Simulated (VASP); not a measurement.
Write the native input for VASP 6.6.1 that does the following.

* Task: relaxation of cell and atoms
* Functional: PBEsol
* Potentials or basis: VASP PAW PBE potentials, release 64 (Ba_sv, Ti_sv, O)
* Cutoff: 600 eV
* k mesh: 6 × 6 × 6
* Occupations: gaussian, width 0.01 eV
* Spin: no spin polarisation
* Dipole correction: no
* Further INCAR settings: ALGO = Normal; EDIFF = 1e-06; IBRION = 2; EDIFFG = -0.01; NSW = 80; ISIF = 3

The structure of BaTiO3 lies in POSCAR:

```
BaTiO3
1.0
    4.0060000000      0.0000000000      0.0000000000
    0.0000000000      4.0060000000      0.0000000000
    0.0000000000      0.0000000000      4.0060000000
Ba Ti O
1 1 3
Direct
    0.5000000000      0.5000000000      0.5000000000
    0.0000000000      0.0000000000      0.0000000000
    0.5000000000      0.0000000000      0.0000000000
    0.0000000000      0.0000000000      0.5000000000
    0.0000000000      0.5000000000      0.0000000000
```

The input as run:

INCAR

```
SYSTEM = BaTiO3
PREC     = Accurate       ! precision mode
ENCUT    = 600            ! plane-wave cutoff, eV
EDIFF    = 1E-6           ! SCF threshold, eV
ISMEAR   = 0              ! smearing method
SIGMA    = 0.01           ! smearing width, eV
LREAL    = .FALSE.        ! projectors in reciprocal space
LASPH    = .TRUE.         ! aspherical terms in the spheres
NELM     = 60             ! most SCF steps
ALGO     = Normal         ! electronic algorithm
ISIF     = 3              ! what is computed and relaxed
LWAVE    = .FALSE.        ! write WAVECAR
LCHARG   = .FALSE.        ! write CHGCAR
GGA      = PS             ! functional
IBRION   = 2              ! ionic algorithm
NSW      = 80             ! ionic steps
EDIFFG   = -0.01          ! ionic threshold
```

KPOINTS

```
regular mesh
0
G
  6 6 6
  0 0 0
```

Potentials or basis: VASP PAW PBE potentials, release 64 (Ba_sv, Ti_sv, O).

Run with:

```console
$ cat potpaw_PBE.64/Ba_sv/POTCAR potpaw_PBE.64/Ti_sv/POTCAR potpaw_PBE.64/O/POTCAR > POTCAR
$ mpirun -np 1 vasp_std > vasp.out
```

It gave:

* Relaxed volume: 12.64 Å³/atom
* Relaxed cell: a = 3.983 Å, b = 3.983 Å, c = 3.983 Å, α = 90.00°, β = 90.00°, γ = 90.00°
* Space group after relaxing (to 0.05 Å): Pm-3m (No. 221)
* Energy gained by relaxing: 2.1 meV/atom
* Ionic steps: 3
* Pressure after relaxing: 0.0 GPa
* Band gap on the k mesh: 1.73 eV, indirect (least direct gap 1.86 eV)

Caveat: the PAW data sets were made with another functional, which shifts forces and pressure a little; spin-orbit coupling is left out, which moves the levels of the heavy elements.

Run time: 31 s on 1 thread of Intel(R) Xeon(R) 6975P-C (Granite Rapids) (shared host), peak memory 0.21 GiB.
